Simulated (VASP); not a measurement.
# PbO (P-6m2) in VASP: a series of runs

PbO is run at these levels: PBE, PBEsol, LDA; tasks: single point.

All numbers are computed with VASP 6.6.1; they aren't measurements. Logs are shortened: lines on timing, memory, paths and dates and some standing lists are left out, and cuts for length are marked.

## Step 1: The cell of the first run

Symmetry: P-6m2, No. 187, hexagonal system. The conventional cell has a = 3.568 Å, b = 3.568 Å, c = 3.295 Å, α = 90.00°, β = 90.00°, γ = 120.00°. Pb (site symmetry -6m2) has 6 O at 2.64 Å and 8 Pb at 3.30 to 3.57 Å within 3.6 Å. Within 3.6 Å of O (site symmetry -6m2) lie 6 Pb at 2.64 Å and 8 O at 3.30 to 3.57 Å.

## Step 2: Single point, PBE

The input, INCAR:

```
  ALGO = Normal
  EDIFF = 1E-6
  ENCUT = 520
  GGA = PE
  ISIF = 2
  ISMEAR = 0
  LASPH = T
  LCHARG = F
  LREAL = F
  LWAVE = F
  NBANDS = 17
  NELM = 60
  PREC = Accurate
  SIGMA = 0.05
```

The input, KPOINTS:

```
k-points
0
Gamma
  12 12 10
```

The input, POSCAR:

```
PbO
1.0
    3.5678723414      0.0000000000      0.0000000000
   -1.7839361707      3.0898680851      0.0000000000
    0.0000000000      0.0000000000      3.2951134840
Pb O
1 1
Direct
    0.0000000000      0.0000000000      0.0000000000
    0.6666666667      0.3333333333      0.5000000000
```

Potentials or basis: VASP PAW PBE potentials, release 64 (Pb_d, O).

Run with:

```bash
$ cat potpaw_PBE.64/Pb_d/POTCAR potpaw_PBE.64/O/POTCAR > POTCAR
$ mpirun -np 1 vasp_std > vasp.out
```

OUTCAR:

```text
EDIFF = 1E-6
   ENCUT = 520
   GGA = PE
   ISIF = 2
   ISMEAR = 0
   LASPH = T
   LREAL = F
   NELM = 60
   PREC = Accurate

 ion  position               nearest neighbor table
   1  0.000  0.000  0.000-   2 2.64   2 2.64   2 2.64   2 2.64   2 2.64   2 2.64
   2  0.667  0.333  0.500-   1 2.64   1 2.64   1 2.64   1 2.64   1 2.64   1 2.64

  LATTYP: Found a hexagonal cell.
 ALAT       =     3.5678723414
 C/A-ratio  =     0.9235513967

  Lattice vectors:

 A1 = (   3.5678723414,   0.0000000000,   0.0000000000)
 A2 = (  -1.7839361707,   3.0898680851,   0.0000000000)
 A3 = (   0.0000000000,   0.0000000000,   3.2951134840)

Analysis of symmetry for initial positions (statically):
=====================================================================
 Subroutine PRICEL returns:
 Original cell was already a primitive cell.

 Routine SETGRP: Setting up the symmetry group for a
 hexagonal supercell.

 Subroutine GETGRP returns: Found 12 space group operations
 (whereof 12 operations were pure point group operations)
 out of a pool of 24 trial point group operations.

The static configuration has the point symmetry D_3h.

Analysis of symmetry for dynamics (positions and initial velocities):
=====================================================================
 Subroutine PRICEL returns:
 Original cell was already a primitive cell.

 Routine SETGRP: Setting up the symmetry group for a
 hexagonal supercell.

 Subroutine GETGRP returns: Found 12 space group operations
 (whereof 12 operations were pure point group operations)
 out of a pool of 24 trial point group operations.

The dynamic configuration has the point symmetry D_3h.

 Subroutine INISYM returns: Found 12 space group operations
 (whereof 12 operations are pure point group operations),
 and found     1 'primitive' translations

----------------------------------------------------------------------------------------

                                     Primitive cell

  volume of cell :      36.3262

  direct lattice vectors                    reciprocal lattice vectors
     3.567872341  0.000000000  0.000000000     0.280279086  0.161819206  0.000000000
    -1.783936171  3.089868085  0.000000000     0.000000000  0.323638412  0.000000000
     0.000000000  0.000000000  3.295113484     0.000000000  0.000000000  0.303479684

  length of vectors
     3.567872341  3.567872341  3.295113484     0.323638412  0.323638412  0.303479684

  position of ions in fractional coordinates (direct lattice)
     0.000000000  0.000000000  0.000000000
     0.666666667  0.333333333  0.500000000

  ion indices of the primitive-cell ions
   primitive index   ion index
                 1           1
                 2           2

----------------------------------------------------------------------------------------

 KPOINTS: k-points

Automatic generation of k-mesh.
 Grid dimensions read from file:
 generate k-points for:   12   12   10

 Generating k-lattice:

  Cartesian coordinates                     Fractional coordinates (reciprocal lattice)
     0.023356591  0.013484934  0.000000000     0.083333333  0.000000000  0.000000000
     0.000000000  0.026969868  0.000000000     0.000000000  0.083333333  0.000000000
     0.000000000  0.000000000  0.030347968     0.000000000  0.000000000  0.100000000

  Length of vectors
     0.026969868  0.026969868  0.030347968

  Shift w.r.t. Gamma in fractional coordinates (k-lattice)
     0.000000000  0.000000000  0.000000000

 Subroutine IBZKPT returns following result:
 ===========================================

 Found    114 irreducible k-points:

 Following reciprocal coordinates:
            Coordinates               Weight
  0.000000  0.000000  0.000000      1.000000
  0.083333  0.000000  0.000000      6.000000
  0.166667 -0.000000  0.000000      6.000000
  0.250000  0.000000  0.000000      6.000000
  0.333333 -0.000000  0.000000      6.000000
  0.416667  0.000000  0.000000      6.000000
[... 16 lines left out ...]
  0.250000  0.000000  0.100000     12.000000
  0.333333 -0.000000  0.100000     12.000000
 [... further k-points ...]
   k-points           NKPTS =    114   k-points in BZ     NKDIM =    114   number of bands    NBANDS=     17
   number of dos      NEDOS =    301   number of ions     NIONS =      2
   total plane-waves  NPLWV =  21952
   dimension x,y,z NGX =    28 NGY =   28 NGZ =   28
   dimension x,y,z NGXF=    56 NGYF=   56 NGZF=   56
   ions per type =               1   1
   NGX,Y,Z   is equivalent  to a cutoff of  13.05, 13.05, 14.13 a.u.
   NGXF,Y,Z  is equivalent  to a cutoff of  26.09, 26.09, 28.25 a.u.
 SYSTEM =  unknown system
   PREC   = accura    normal or accurate (medium, high low for compatibility)
   ISTART =      0    job   : 0-new  1-cont  2-samecut
   ICHARG =      2    charge: 1-file 2-atom 10-const
   ISPIN  =      1    spin polarized calculation?
   LNONCOLLINEAR =      F non collinear calculations
   LSORBIT =      F    spin-orbit coupling
   LASPH  =      T    aspherical Exc in radial PAW
   ENCUT  =  520.0 eV  38.22 Ry    6.18 a.u.   6.63  6.63  6.13*2*pi/ulx,y,z
   NELM   =     60;   NELMIN=  2; NELMDL= -5     # of ELM steps
   EDIFF  = 0.1E-05   stopping-criterion for ELM
   LREAL  =      F    real-space projection
   EDIFFG = 0.1E-04   stopping-criterion for IOM
   NSW    =      0    number of steps for IOM
   IBRION =     -1    ionic relax: 0-MD 1-quasi-New 2-CG
   NFREE  =      0    steps in history (QN), initial steepest desc. (CG)
   ISIF   =      2    stress and relaxation
   ISYM   =      2    0-nonsym 1-usesym 2-fastsym
   POTIM  = 0.5000    time-step for ionic-motion
   TEBEG  =    0.0;   TEEND  =   0.0 temperature during run
   PSTRESS=    0.0 pullay stress
   NELECT =      20.0000    total number of electrons
   NUPDOWN=      -1.0000    fix difference up-down
   EMIN   =  10.00;   EMAX   =-10.00  energy-range for DOS
   EFERMI =   0.00;   METHOD = LEGACY
   ISMEAR =     0;   SIGMA  =   0.05  broadening in eV -4-tet -1-fermi 0-gaus
   EFERMI_NEDOS =   21; number of points for ismear=-14 and -15
   IALGO  =     38    algorithm
   IMIX   =      4    mixing-type and parameters
     AMIX     =   0.40;   BMIX     =  1.00
     AMIX_MAG =   1.60;   BMIX_MAG =  1.00
  volume/ion in A,a.u.               =      18.16       122.57
  Fermi-wavevector in a.u.,A,eV,Ry     =   1.341771  2.535579 24.495228  1.800348
  Thomas-Fermi vector in A             =   2.469978
   LORBIT       =      0    0 simple, 1 ext, 2 COOP (PROOUT), +10 PAW based schemes
   GGA     = PE    functional components
   LHFCALC =     F    Hartree Fock is set to
   AEXX    =    0.0000 exact exchange contribution
   IVDW    =     0    specifies the selected vdW correction
   LEPSILON=     F    determine dielectric tensor
   LRPA    =     F    only Hartree local field effects (RPA)
 non-spin polarized calculation
 Gauss-broadening in eV      SIGMA  =   0.05
  energy-cutoff  :      520.00
  volume of cell :       36.33
 maximum number of plane-waves:       999
 NGX is ok and might be reduce to    28
   NGX = 13   NGY = 13   NGZ = 13

 number of electron      19.9999998 magnetization

 Free energy of the ion-electron system (eV)
  ---------------------------------------------------
  ext. energy  EPLUGINS =         0.00000000
  ---------------------------------------------------
  free energy    TOTEN  =       -10.17306994 eV

  energy without entropy =      -10.17301683  energy(sigma->0) =      -10.17304338

 E-fermi :   6.4622     XC(G=0): -10.5293

 val. band max:        6.4523299411   @ k =   0.3333   0.3333   0.0000
 cond. band min:       6.7482973642   @ k =   0.3333   0.3333   0.5000
 fundamental gap:      0.2959674231
 Fermi energy:         6.4622067689

 k-point     1 :       0.0000    0.0000    0.0000
  band No.  band energies     occupation
      1     -11.2353      2.00000
      2     -10.4835      2.00000
      3     -10.3154      2.00000
      4     -10.3154      2.00000
      5     -10.0448      2.00000
      6     -10.0448      2.00000
[... 9 lines left out ...]
     16      20.9711      0.00000
     17      20.9711      0.00000

 k-point     2 :       0.0833    0.0000    0.0000
  band No.  band energies     occupation
      1     -11.2191      2.00000
      2     -10.4798      2.00000
      3     -10.3011      2.00000
      4     -10.2927      2.00000
      5     -10.0521      2.00000
      6     -10.0463      2.00000
[... 9 lines left out ...]
     16      20.6862      0.00000
     17      21.0123      0.00000

 k-point     3 :       0.1667   -0.0000    0.0000
  band No.  band energies     occupation
      1     -11.1797      2.00000
      2     -10.4717      2.00000
      3     -10.2616      2.00000
      4     -10.2203      2.00000
      5     -10.0719      2.00000
      6     -10.0502      2.00000
[... 9 lines left out ...]
     16      20.8875      0.00000
     17      21.1867      0.00000

 k-point     4 :       0.2500    0.0000    0.0000
  band No.  band energies     occupation
      1     -11.1388      2.00000
      2     -10.4613      2.00000
      3     -10.2071      2.00000
      4     -10.1005      2.00000
      5     -10.0988      2.00000
      6     -10.0557      2.00000
[... 9 lines left out ...]
     16      21.5788      0.00000
     17      22.1561      0.00000
[... 343 lines left out ...]
      1     -11.1441      2.00000
      2     -10.4398      2.00000
      3     -10.2592      2.00000
      4     -10.2332      2.00000
      5     -10.0651      2.00000
      6     -10.0542      2.00000
[... 9 lines left out ...]
     16      20.9943      0.00000
     17      21.1634      0.00000

 k-point    23 :       0.2500    0.0000    0.1000
  band No.  band energies     occupation
      1     -11.1209      2.00000
      2     -10.4275      2.00000
      3     -10.2050      2.00000
      4     -10.1896      2.00000
      5     -10.0710      2.00000
      6      -9.9918      2.00000
[... 9 lines left out ...]
     16      21.4061      0.00000
     17      21.6013      0.00000

 k-point    24 :       0.3333   -0.0000    0.1000
  band No.  band energies     occupation
      1     -11.1086      2.00000
      2     -10.4135      2.00000
      3     -10.1890      2.00000
      4     -10.1502      2.00000
      5     -10.0768      2.00000
      6      -9.8683      2.00000
[... 9 lines left out ...]
     16      21.0648      0.00000
     17      22.0408      0.00000

 [... further k-points ...]
[... 5 lines left out ...]
  --------------------------------------------------------------------------------------
  -------------------------------------------------------------------------------------
  Total       -0.0250711     -0.0250711     -0.0358330      0.0000000      0.0000000     -0.0000000
  in kB       -1.1057684     -1.1057684     -1.5804274      0.0000000      0.0000000     -0.0000000
  external PRESSURE =      -1.2639881 kB  Pullay stress =       0.0000000 kB

 VOLUME and BASIS-vectors are now :
 -----------------------------------------------------------------------------
  energy-cutoff  :      520.00
  volume of cell :       36.33
      direct lattice vectors                 reciprocal lattice vectors
     3.567872341  0.000000000  0.000000000     0.280279086  0.161819206  0.000000000
    -1.783936171  3.089868085  0.000000000     0.000000000  0.323638412  0.000000000
     0.000000000  0.000000000  3.295113484     0.000000000  0.000000000  0.303479684

 POSITION                                       TOTAL-FORCE (eV/Angst)
 -----------------------------------------------------------------------------------
      0.00000      0.00000      0.00000        -0.000000      0.000000      0.000000
      1.78394      1.02996      1.64756         0.000000      0.000000      0.000000
 -----------------------------------------------------------------------------------
    total drift:                                0.000000     -0.000000      0.000000

  FREE ENERGIE OF THE ION-ELECTRON SYSTEM (eV)
  ---------------------------------------------------
  free  energy   TOTEN  =       -10.1730699388 eV

  energy  without entropy=      -10.1730168300  energy(sigma->0) =      -10.17304338
```

Wall time 1.8 min (1 thread of Intel Xeon 8259CL, shared host); peak memory 0.21 GiB.

Results:

```yaml
Free_energy: -10.1731 eV
Pressure: -0.1 GPa
Band_gap_on_the_k_mesh: zero (bands 10 and 11 overlap by 0.02 eV)
```

Levels at points of the mesh, in eV from the Fermi level:
```tsv
k point	band 6	band 7	band 8	band 9	band 10	band 11	band 12	band 13	band 14	band 15
(0.00, 0.00, 0.00)	-16.51	-8.08	-2.61	-2.18	-2.18	6.19	6.19	8.15	8.98	9.67
(0.50, 0.00, 0.00)	-16.26	-8.64	-3.05	-2.10	-1.88	1.22	6.20	7.69	8.36	13.88
(0.00, 0.00, 0.50)	-16.61	-9.27	-1.87	-1.87	-0.08	-0.03	7.64	7.64	12.37	12.48
(0.50, 0.00, 0.50)	-15.72	-6.37	-4.39	-4.16	-1.98	2.75	3.32	4.71	8.16	12.15
```

Caveat: semilocal functionals underestimate gaps, and a narrow one can read as zero; spin-orbit coupling is left out, which moves the levels of the heavy elements.

## Step 3: Single point, PBE

The input, INCAR:

```
SYSTEM = PbO
PREC     = Accurate       ! precision mode
ENCUT    = 520            ! plane-wave cutoff, eV
EDIFF    = 1E-6           ! SCF threshold, eV
ISMEAR   = 0              ! smearing method
SIGMA    = 0.05           ! smearing width, eV
LREAL    = .FALSE.        ! projectors in reciprocal space
LASPH    = .TRUE.         ! aspherical terms in the spheres
NELM     = 80             ! most SCF steps
ALGO     = Normal         ! electronic algorithm
ISIF     = 2              ! what is computed and relaxed
LWAVE    = .FALSE.        ! write WAVECAR
LCHARG   = .TRUE.         ! write CHGCAR
GGA      = PE             ! functional
LELF     = .TRUE.         ! ELF
LVHAR    = .TRUE.       
NBANDS   = 17             ! bands
```

The input, KPOINTS:

```
regular mesh
0
G
  12 12 10
  0 0 0
```

POSCAR is that of step 2.

Potentials or basis: VASP PAW PBE potentials, release 64 (Pb_d, O).

Run with:

```bash
$ cat potpaw_PBE.64/Pb_d/POTCAR potpaw_PBE.64/O/POTCAR > POTCAR
$ mpirun -np 1 vasp_std > vasp.out
```

Wall time 1.7 min (1 thread of Intel Xeon 8259CL, shared host); peak memory 0.21 GiB.

It converged, with:

* Free energy: -10.1731 eV
* Pressure: -0.1 GPa
* Band gap on the k mesh: zero (bands 10 and 11 overlap by 0.02 eV)

Levels at points of the mesh, in eV from the Fermi level:
```csv
k point,band 7,band 8,band 9,band 10,band 11,band 12,band 13,band 14
"(0.00, 0.00, 0.00)",-8.08,-2.61,-2.18,-2.18,6.19,6.19,8.15,8.98
"(0.50, 0.00, 0.00)",-8.64,-3.05,-2.10,-1.88,1.22,6.20,7.69,8.36
"(0.00, 0.00, 0.50)",-9.27,-1.87,-1.87,-0.08,-0.03,7.64,7.64,12.37
"(0.50, 0.00, 0.50)",-6.37,-4.39,-4.16,-1.98,2.75,3.32,4.71,8.16
```

Caveat: semilocal functionals underestimate gaps, and a narrow one can read as zero; spin-orbit coupling is left out, which moves the levels of the heavy elements.

(Part 1 of 2 ends here.)

The gap in the log of VASP goes by the Fermi energy; the results here count the filled bands.